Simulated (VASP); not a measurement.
Set up this calculation in VASP 6.6.1, as the native input.

| Quantity | Value |
| --- | --- |
| Task | relaxation of cell and atoms |
| Functional | PBE |
| Potentials or basis | VASP PAW PBE potentials, release 64 (Br) |
| Cutoff | 600 eV |
| k mesh | 13 × 13 × 13 |
| Occupations | fermi-dirac, width 0.02 eV |
| Spin | no spin polarisation |
| Target pressure | 45 GPa |
| Dipole correction | no |
| Further INCAR settings | ALGO = Normal; EDIFF = 1e-07; IBRION = 2; EDIFFG = -0.02; NSW = 60; ISIF = 3 |

The structure of Br lies in POSCAR:

```
Br
1.0
    3.0600000000      0.0000000000      0.0000000000
    0.0000000000      3.0600000000      0.0000000000
    0.0000000000      0.0000000000      3.0600000000
Br
1
Direct
    0.0000000000      0.0000000000      0.0000000000
```

The input as run:

INCAR

```
  ALGO = Normal
  EDIFF = 1E-7
  EDIFFG = -0.02
  ENCUT = 600
  GGA = PE
  IBRION = 2
  ISIF = 3
  ISMEAR = -1
  LASPH = True
  LCHARG = False
  LREAL = False
  LWAVE = False
  NELM = 100
  NSW = 60
  PREC = Accurate
  PSTRESS = 450.0
  SIGMA = 0.02
```

KPOINTS

```
k-points
0
Gamma
  13 13 13
```

Potentials or basis: VASP PAW PBE potentials, release 64 (Br).

Command:

```console
$ cat potpaw_PBE.64/Br/POTCAR > POTCAR
$ mpirun -np 1 vasp_std > vasp.out
```

It gave:

- Relaxed volume: 18.78 Å³/atom
- Relaxed cell: a = 2.658 Å, b = 2.658 Å, c = 2.658 Å, α = 90.00°, β = 90.00°, γ = 90.00°
- Space group after relaxing (to 0.05 Å): Pm-3m (No. 221)
- Energy change on relaxing (the enthalpy is what falls): +970.3 meV/atom
- Ionic steps: 17
- Pressure after relaxing: 44.9 GPa

Caveat: the cell is relaxed towards a set pressure, so the enthalpy falls and the energy may rise; the volume moved by over 15 % at a fixed basis, so the end points are rough; an odd number of electrons without spin polarisation forces a metal; a magnetic or distorted state may lie lower.

It took 46 s on 1 thread of Intel(R) Xeon(R) Platinum 8488C (Sapphire Rapids), with other jobs on the host, peak memory 0.15 GiB.
